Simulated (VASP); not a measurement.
TaN, 2 atoms in the cell. The structure is cubic, space group Fm-3m (No. 225). Conventional cell: a = 4.423 Å, b = 4.423 Å, c = 4.423 Å, α = 90.00°, β = 90.00°, γ = 90.00°. Ta (site symmetry m-3m) has 6 N at 2.21 Å within 2.9 Å. N (site symmetry m-3m) has 6 Ta at 2.21 Å within 2.9 Å. 

| Item | Value |
| --- | --- |
| Program | VASP 6.6.1 |
| Task | relaxation of cell and atoms |
| Functional | r2SCAN |
| Dispersion | rVV10 |
| Potentials or basis | VASP PAW PBE potentials, release 64 (Ta_pv, N) |
| Cutoff | 660 eV |
| k mesh | 10 × 10 × 10 |
| Occupations | fermi-dirac, width 0.05 eV |
| Spin | no spin polarisation |
| Dipole correction | no |
| Further INCAR settings | ALGO = Normal; EDIFF = 1e-07; IBRION = 2; EDIFFG = -0.01; NSW = 60; ISIF = 3 |

Potentials or basis: VASP PAW PBE potentials, release 64 (Ta_pv, N).

The run is started by

```bash
$ cat potpaw_PBE.64/Ta_pv/POTCAR potpaw_PBE.64/N/POTCAR > POTCAR
$ cp INCAR.step1 INCAR
$ mpirun -np 1 vasp_std > vasp.out
$ cp INCAR.step2 INCAR
$ mpirun -np 1 vasp_std > vasp.out
```

Hardware: 1 thread of AMD EPYC 7R43 64-Core Processor (Zen 3) (shared host).

**Question.** Estimate the wall time of this run.

**Answer.** Run time: 6.7 min on 1 thread of AMD EPYC 7R43 64-Core Processor (Zen 3), with other jobs on the host, peak memory 0.25 GiB. Counts: k points 47, ion steps 3.
